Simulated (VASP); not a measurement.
# Al2Cu (I4/mcm) in VASP: further runs

Runs on Al2Cu. Level: PBEsol. Tasks: single point.

All numbers are computed with VASP 6.6.1; they aren't measurements. Logs are shortened: lines on timing, memory, paths and dates and some standing lists are left out, and cuts for length are marked.

## (1) The cell of the first run

The structure is tetragonal, space group I4/mcm (No. 140). The conventional cell has a = 6.173 Å, b = 6.173 Å, c = 4.586 Å, α = 90.00°, β = 90.00°, γ = 90.00°. Within 3.4 Å of Al (site symmetry m2m) lie 4 Cu at 2.59 Å and 11 Al at 2.78 to 3.28 Å. Within 3.0 Å of Cu (site symmetry 422) lie 2 Cu at 2.29 Å and 8 Al at 2.59 Å.

## (2) Single point, PBEsol

The input, INCAR:

```
SYSTEM = Al2Cu
  PREC = Accurate
  ENCUT = 520
  EDIFF = 1E-6
  ISMEAR = 0
  SIGMA = 0.15
  LREAL = .FALSE.
  LASPH = .TRUE.
  NELM = 60
  ALGO = Fast
  ISIF = 2
  LWAVE = .FALSE.
  LCHARG = .FALSE.
  GGA = PS
  NBANDS = 26
```

The input, KPOINTS:

```
regular mesh
0
G
  10 10 10
  0 0 0
```

The input, POSCAR:

```
Al2Cu
1.0
   -3.0864000000      3.0864000000      2.2931000000
    3.0864000000     -3.0864000000      2.2931000000
    3.0864000000      3.0864000000     -2.2931000000
Al Cu
4 2
Direct
    0.1593210787      0.6593210787      0.8186421574
    0.6593210787      0.8406789213      0.5000000000
    0.8406789213      0.3406789213      0.1813578426
    0.3406789213      0.1593210787      0.5000000000
    0.7500000000      0.7500000000      0.0000000000
    0.2500000000      0.2500000000      0.0000000000
```

Potentials or basis: VASP PAW PBE potentials, release 64 (Al, Cu).

Run with:

```bash
cat potpaw_PBE.64/Al/POTCAR potpaw_PBE.64/Cu/POTCAR > POTCAR
mpirun -np 1 vasp_std > vasp.out
```

OUTCAR:

```text
SYSTEM = Al2Cu
   PREC = Accurate
   ENCUT = 520
   EDIFF = 1E-6
   ISMEAR = 0
   LREAL = .FALSE.
   LASPH = .TRUE.
   NELM = 60
   ISIF = 2
   GGA = PS

 ion  position               nearest neighbor table
   1  0.159  0.659  0.819-   5 2.59   6 2.59   5 2.59   6 2.59   3 2.78   3 2.79   3 2.79   4 3.02
                             2 3.02   2 3.02   4 3.02   4 3.28   2 3.28   2 3.28   4 3.28
   2  0.659  0.841  0.500-   5 2.59   5 2.59   6 2.59   6 2.59   4 2.78   4 2.79   4 2.79   3 3.02
                             1 3.02   1 3.02   3 3.02   1 3.28   3 3.28   1 3.28   3 3.28
   3  0.841  0.341  0.181-   5 2.59   6 2.59   5 2.59   6 2.59   1 2.78   1 2.79   1 2.79   2 3.02
                             4 3.02   4 3.02   2 3.02   4 3.28   2 3.28   4 3.28   2 3.28
   4  0.341  0.159  0.500-   6 2.59   6 2.59   5 2.59   5 2.59   2 2.78   2 2.79   2 2.79   3 3.02
                             1 3.02   1 3.02   3 3.02   1 3.28   3 3.28   3 3.28   1 3.28
   5  0.750  0.750  0.000-   6 2.29   6 2.29   2 2.59   2 2.59   4 2.59   4 2.59   1 2.59   3 2.59
                             3 2.59   1 2.59
   6  0.250  0.250  0.000-   5 2.29   5 2.29   4 2.59   4 2.59   2 2.59   2 2.59   3 2.59   1 2.59
                             1 2.59   3 2.59

  LATTYP: Found a body centered tetragonal cell.
 ALAT       =     6.1728000000
 C/A-ratio  =     0.7429691550

  Lattice vectors:

 A1 = (  -3.0864000000,   3.0864000000,   2.2931000000)
 A2 = (   3.0864000000,  -3.0864000000,   2.2931000000)
 A3 = (   3.0864000000,   3.0864000000,  -2.2931000000)

Analysis of symmetry for initial positions (statically):
=====================================================================
 Subroutine PRICEL returns:
 Original cell was already a primitive cell.

 Routine SETGRP: Setting up the symmetry group for a
 body centered tetragonal supercell.

 Subroutine GETGRP returns: Found 16 space group operations
 (whereof  8 operations were pure point group operations)
 out of a pool of 16 trial point group operations.

The static configuration has the point symmetry C_4h.
 The point group associated with its full space group is D_4h.

Analysis of symmetry for dynamics (positions and initial velocities):
=====================================================================
 Subroutine PRICEL returns:
 Original cell was already a primitive cell.

 Routine SETGRP: Setting up the symmetry group for a
 body centered tetragonal supercell.

 Subroutine GETGRP returns: Found 16 space group operations
[... 103 lines left out ...]
   PREC   = accura    normal or accurate (medium, high low for compatibility)
   ISTART =      0    job   : 0-new  1-cont  2-samecut
   ICHARG =      2    charge: 1-file 2-atom 10-const
   ISPIN  =      1    spin polarized calculation?
   LNONCOLLINEAR =      F non collinear calculations
   LSORBIT =      F    spin-orbit coupling
   LASPH  =      T    aspherical Exc in radial PAW
   ENCUT  =  520.0 eV  38.22 Ry    6.18 a.u.   9.17  9.17  9.17*2*pi/ulx,y,z
   NELM   =     60;   NELMIN=  2; NELMDL= -5     # of ELM steps
   EDIFF  = 0.1E-05   stopping-criterion for ELM
   LREAL  =      F    real-space projection
[... 7 lines left out ...]
   TEBEG  =    0.0;   TEEND  =   0.0 temperature during run
   PSTRESS=    0.0 pullay stress
   NELECT =      34.0000    total number of electrons
   NUPDOWN=      -1.0000    fix difference up-down
   EMIN   =  10.00;   EMAX   =-10.00  energy-range for DOS
   EFERMI =   0.00;   METHOD = LEGACY
   ISMEAR =     0;   SIGMA  =   0.15  broadening in eV -4-tet -1-fermi 0-gaus
   EFERMI_NEDOS =   21; number of points for ismear=-14 and -15
   IALGO  =     68    algorithm
   IMIX   =      4    mixing-type and parameters
     AMIX     =   0.40;   BMIX     =  1.00
     AMIX_MAG =   1.60;   BMIX_MAG =  1.00
  volume/ion in A,a.u.               =      14.56        98.27
  Fermi-wavevector in a.u.,A,eV,Ry     =   1.195195  2.258591 19.435792  1.428490
  Thomas-Fermi vector in A             =   2.331166
   LORBIT       =      0    0 simple, 1 ext, 2 COOP (PROOUT), +10 PAW based schemes
   GGA     = PS    functional components
   LHFCALC =     F    Hartree Fock is set to
   AEXX    =    0.0000 exact exchange contribution
   IVDW    =     0    specifies the selected vdW correction
   LEPSILON=     F    determine dielectric tensor
   LRPA    =     F    only Hartree local field effects (RPA)
 non-spin polarized calculation
 RMM-DIIS sequential band-by-band and
 Gauss-broadening in eV      SIGMA  =   0.15
  energy-cutoff  :      520.00
  volume of cell :       87.38
 maximum number of plane-waves:      2376
 NGX is ok and might be reduce to    40
   NGX = 19   NGY = 19   NGZ = 19

 number of electron      34.0000014 magnetization

 Free energy of the ion-electron system (eV)
  ---------------------------------------------------
  ext. energy  EPLUGINS =         0.00000000
  ---------------------------------------------------
  free energy    TOTEN  =       -25.84254211 eV

  energy without entropy =      -25.81739037  energy(sigma->0) =      -25.82996624

 E-fermi :   8.2719     XC(G=0): -11.0426

 val. band max:        8.2691956138   @ k =  -0.2000   0.2000   0.1000
 cond. band min:       8.2789272617   @ k =  -0.2000   0.1000   0.0000
 fundamental gap:      0.0097316479
 Fermi energy:         8.2719421408

 k-point     1 :       0.0000    0.0000    0.0000
  band No.  band energies     occupation
      1      -2.7702      2.00000
      2       2.5911      2.00000
      3       2.6827      2.00000
      4       2.9291      2.00000
      5       2.9291      2.00000
      6       3.8195      2.00000
[... 685 lines left out ...]
     25      14.4544      0.00000
     26      14.9993      0.00000

 [... further k-points ...]
[... 5 lines left out ...]
  --------------------------------------------------------------------------------------
  -------------------------------------------------------------------------------------
  Total       -2.3207258     -2.3207258      4.7580203      0.0000000      0.0000000      0.0000000
  in kB      -42.5546475    -42.5546475     87.2467922      0.0000000      0.0000000      0.0000000
  external PRESSURE =       0.7124991 kB  Pullay stress =       0.0000000 kB

 VOLUME and BASIS-vectors are now :
 -----------------------------------------------------------------------------
  energy-cutoff  :      520.00
  volume of cell :       87.38
      direct lattice vectors                 reciprocal lattice vectors
    -3.086400000  3.086400000  2.293100000     0.000000000  0.162001037  0.218045441
     3.086400000 -3.086400000  2.293100000     0.162001037  0.000000000  0.218045441
     3.086400000  3.086400000 -2.293100000     0.162001037  0.162001037  0.000000000

 POSITION                                       TOTAL-FORCE (eV/Angst)
 -----------------------------------------------------------------------------------
      4.06986      0.98346      0.00000        -0.142785     -0.142785     -0.000000
      2.10294      0.98346      2.29310         0.142785     -0.142785     -0.000000
     -0.98346      2.10294      2.29310         0.142785      0.142785      0.000000
      0.98346      2.10294      0.00000        -0.142785      0.142785     -0.000000
      0.00000      0.00000      3.43965        -0.000000      0.000000     -0.000000
      0.00000      0.00000      1.14655         0.000000      0.000000     -0.000000
 -----------------------------------------------------------------------------------
    total drift:                               -0.000000     -0.000000      0.000000

  FREE ENERGIE OF THE ION-ELECTRON SYSTEM (eV)
  ---------------------------------------------------
  free  energy   TOTEN  =       -25.8425421057 eV

  energy  without entropy=      -25.8173903719  energy(sigma->0) =      -25.82996624
```

OSZICAR:

```text
N       E                     dE             d eps       ncg     rms          rms(c)
DAV:   1     0.183644724045E+03    0.18364E+03   -0.13614E+04  5304   0.147E+03
DAV:   2    -0.186290038207E+02   -0.20227E+03   -0.19000E+03  5316   0.290E+02
DAV:   3    -0.305824481481E+02   -0.11953E+02   -0.11193E+02  6794   0.896E+01
DAV:   4    -0.309437000154E+02   -0.36125E+00   -0.35913E+00  8016   0.136E+01
DAV:   5    -0.309487694399E+02   -0.50694E-02   -0.50686E-02  7932   0.164E+00    0.222E+01
RMM:   6    -0.364062235072E+02   -0.54575E+01   -0.10807E+02  6478   0.138E+02    0.191E+01
RMM:   7    -0.261777205360E+02    0.10229E+02   -0.32635E+01  5635   0.798E+01    0.318E+00
RMM:   8    -0.258981580763E+02    0.27956E+00   -0.20072E+00  5788   0.195E+01    0.115E+00
RMM:   9    -0.258463382790E+02    0.51820E-01   -0.45627E-01  6044   0.278E+00    0.477E-01
RMM:  10    -0.258502929407E+02   -0.39547E-02   -0.80816E-02  6517   0.357E+00    0.641E-01
RMM:  11    -0.258423284110E+02    0.79645E-02   -0.19190E-02  6478   0.175E+00    0.160E-01
RMM:  12    -0.258425146158E+02   -0.18620E-03   -0.45816E-03  7646   0.494E-01    0.686E-02
RMM:  13    -0.258425536073E+02   -0.38992E-04   -0.72136E-04  7726   0.173E-01    0.233E-02
RMM:  14    -0.258425468807E+02    0.67266E-05   -0.93294E-05  6979   0.110E-01    0.304E-02
RMM:  15    -0.258425425197E+02    0.43611E-05   -0.42930E-05  7174   0.603E-02    0.132E-02
RMM:  16    -0.258425424567E+02    0.62994E-07   -0.11756E-05  6191   0.226E-02    0.707E-03
RMM:  17    -0.258425421057E+02    0.35097E-06   -0.33987E-06  5102   0.220E-02
   1 F= -.25842542E+02 E0= -.25829966E+02  d E =-.251517E-01
```

stdout:

```text
POSCAR found type information on POSCAR AlCu
 POSCAR found :  2 types and       6 ions
 scaLAPACK will be used
 -----------------------------------------------------------------------------
|                                                                             |
|                                                                             |
|     You enforced a specific xc type in the INCAR file but a different       |
|     I HOPE YOU KNOW WHAT YOU ARE DOING!                                     |
|                                                                             |
 -----------------------------------------------------------------------------

 LDA part: xc-table for (Slater+PW92), standard interpolation
 POSCAR, INCAR and KPOINTS ok, starting setup
 FFT: planning ... GRIDC
 FFT: planning ... GRID_SOFT
 FFT: planning ... GRID
 WAVECAR not read
 entering main loop
```

It took 11 min on 1 thread of Intel Xeon 8259CL, shared host; peak memory 0.37 GiB.

What came out:

```
Free energy            : -25.8425 eV
Pressure               : 0.1 GPa
Largest force          : 0.202 eV/Å
Band gap on the k mesh : zero (bands 17 and 18 overlap by 4.89 eV)
```

Forces in eV/Å, atoms in the order of the input:
```
Al  -0.143 -0.143  0.000
Al   0.143 -0.143  0.000
Al   0.143  0.143  0.000
Al  -0.143  0.143  0.000
Cu   0.000  0.000  0.000
Cu   0.000  0.000  0.000
```

Caveat: the stress differs along the axes, from -4 to 9 GPa; the PAW data sets were made with another functional, which shifts forces and pressure a little.

(Part 1 of 2 ends here.)

The gap in the log of VASP goes by the Fermi energy; the results here count the filled bands.